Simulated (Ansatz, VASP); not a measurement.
# Al12O: VASP beside Ansatz

```
Al O
1.0
     5.71430    0.00000    0.00000
     0.00000    5.71430    0.00000
     0.00000    0.00000   21.17502
Al O
12 1
Direct
  0.25000 0.25000 0.18890
  0.25000 0.75000 0.18890
  0.75000 0.25000 0.18890
  0.75000 0.75000 0.18890
  0.00000 0.00000 0.28737
  0.00000 0.50000 0.28737
  0.50000 0.00000 0.28737
  0.50000 0.50000 0.28737
  0.25000 0.25000 0.38607
  0.25000 0.75000 0.38607
  0.75000 0.25000 0.38607
  0.75000 0.75000 0.38607
  0.50000 0.50000 0.52444
```

Alike in both runs: task single point; functional PBE; k mesh 5 × 5 × 1; occupations gaussian, width 0.1 eV; collinear spin.

|  | VASP | Ansatz |
| --- | --- | --- |
| version | VASP 6.6.1 | Ansatz 0.2.0 |
| potentials or method | VASP PAW PBE potentials, release 64 (Al, O), cutoff 520 eV | scalar-relativistic, plane waves, PAW |
| valence electrons in the cell | 42 | 42 |

Ansatz gave:

- gap on the k mesh at the Fermi level (eV): none
- rms of the force components (eV/Å): 0.167
- net moment per atom (μB): 0.14
- size of the moment on the site where the two differ most (μB): 1.61

Task: Estimate VASP's values.

Result: gap on the k mesh at the Fermi level (eV): none; rms of the force components (eV/Å): 0.211; net moment per atom (μB): 0.02; size of the moment on the site where the two differ most (μB): 0.06.

The net moments are unlike, so the other rows may belong to different states. Site moments also hang on the region over which each program counts them. Atom by atom the forces differ by 0.046 eV/Å (rms over components). A gap of «none» marks a metal or a gap that the smearing closes.
